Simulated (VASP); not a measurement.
Write the native input for VASP 6.6.1 that does the following.

```
Task                   : single point
Functional             : PBEsol
Potentials or basis    : VASP PAW PBE potentials, release 64 (S)
Cutoff                 : 520 eV
k mesh                 : 6 × 6 × 6
Occupations            : gaussian, width 0.02 eV
Spin                   : no spin polarisation
Dipole correction      : no
Further INCAR settings : ALGO = Normal; EDIFF = 1e-07; NBANDS = 37
```

The structure of S lies in POSCAR:

```
S
1.0
    7.5651154054      0.0000000000      0.0000000000
   -3.7825577027      6.5515821236      0.0000000000
    0.0000000000      0.0000000000      4.3638795447
S
9
Direct
    0.1126625153      0.1126625153      0.5000000000
    0.4492786154      0.6754700602      0.7634988701
    0.6754700602      0.4492786154      0.2365011299
    0.8873374847      0.0000000000      0.1666666667
    0.2261914448      0.5507213846      0.0968322035
    0.3245299398      0.7738085552      0.4301655368
    0.5507213846      0.2261914448      0.9031677965
    0.7738085552      0.3245299398      0.5698344632
    0.0000000000      0.8873374847      0.8333333333
```

The input as run:

INCAR

```
SYSTEM = S
ALGO     = Normal         ! electronic algorithm
EDIFF    = 1E-7           ! SCF threshold, eV
ENCUT    = 520            ! plane-wave cutoff, eV
GGA      = PS             ! functional
ISIF     = 2              ! what is computed and relaxed
ISMEAR   = 0              ! smearing method
LASPH    = .True.         ! aspherical terms in the spheres
LCHARG   = .True.         ! write CHGCAR
LELF     = .True.         ! ELF
LREAL    = .False.        ! projectors in reciprocal space
LVHAR    = .True.       
LWAVE    = .False.        ! write WAVECAR
NBANDS   = 37             ! bands
NELM     = 60             ! most SCF steps
PREC     = Accurate       ! precision mode
SIGMA    = 0.02           ! smearing width, eV
```

KPOINTS

```
k-points
0
Gamma
  6 6 6
  0 0 0
```

Potentials or basis: VASP PAW PBE potentials, release 64 (S).

Command:

```console
$ cat potpaw_PBE.64/S/POTCAR > POTCAR
$ mpirun -np 1 vasp_std > vasp.out
```

It gave:

```yaml
Pressure: -0.4 GPa
Largest_force: 0.095 eV/Å
Band_gap_on_the_k_mesh: 1.91 eV (least direct gap 2.01 eV)
```

Caveat: the PAW data sets were made with another functional, which shifts forces and pressure a little.

It took 3.2 min on 1 thread of Intel(R) Xeon(R) Platinum 8259CL CPU @ 2.50GHz (Skylake/Cascade Lake), on a shared host, peak memory 0.39 GiB.
